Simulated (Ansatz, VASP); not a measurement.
One calculation of Ga4BAs3, two programs

```
Ga B As
1.0
     5.56986   -0.00597    0.00058
    -0.00578    5.54447   -0.00009
    -2.78168   -2.76975    5.46476
Ga B As
4 1 3
Direct
  0.10738 0.10743 0.77768
  0.67018 0.67017 0.77775
  0.89232 0.32963 0.22192
  0.32961 0.89240 0.22184
  0.00005 0.00006 0.00016
  0.75000 0.24996 0.49991
  0.25033 0.75028 0.50047
  0.50013 0.50005 0.00029
```

Change from the starting cell: cell x1, atoms moved at random (sigma 0.15 Å) and cell strained at random (1.5 %), then relaxed without symmetry.

Alike in both runs: functional PBE; k mesh 4 × 4 × 4; occupations gaussian, width 0.2 eV; no spin polarisation.

Ansatz relaxed the structure, and its values are those at the end. VASP's run is a single point on that final structure, the one shown.

|  | VASP | Ansatz |
| --- | --- | --- |
| version | VASP 6.6.1 | Ansatz 0.2.0 |
| potentials or method | VASP PAW PBE potentials, release 64 (Ga_d, B, As), cutoff 520 eV | scalar-relativistic, plane waves, PAW |
| valence electrons in the cell | 70 | 100 |

|  | VASP | Ansatz | Ansatz less VASP |
| --- | --- | --- | --- |
| gap on the k mesh at the Fermi level (eV) | none | none | - |
| pressure (GPa) | 0.3 | 0.1 | -0.14 |
| rms of the force components (eV/Å) | 0.013 | 0.008 | -0.0044 |

A gap of «none» marks a metal or a gap that the smearing closes. The functional is the same, so the differences come from potentials, cutoffs and numerics. VASP's potentials hold 70 valence electrons a cell and Ansatz's 100, so a difference there can come from the potentials and not from the codes.
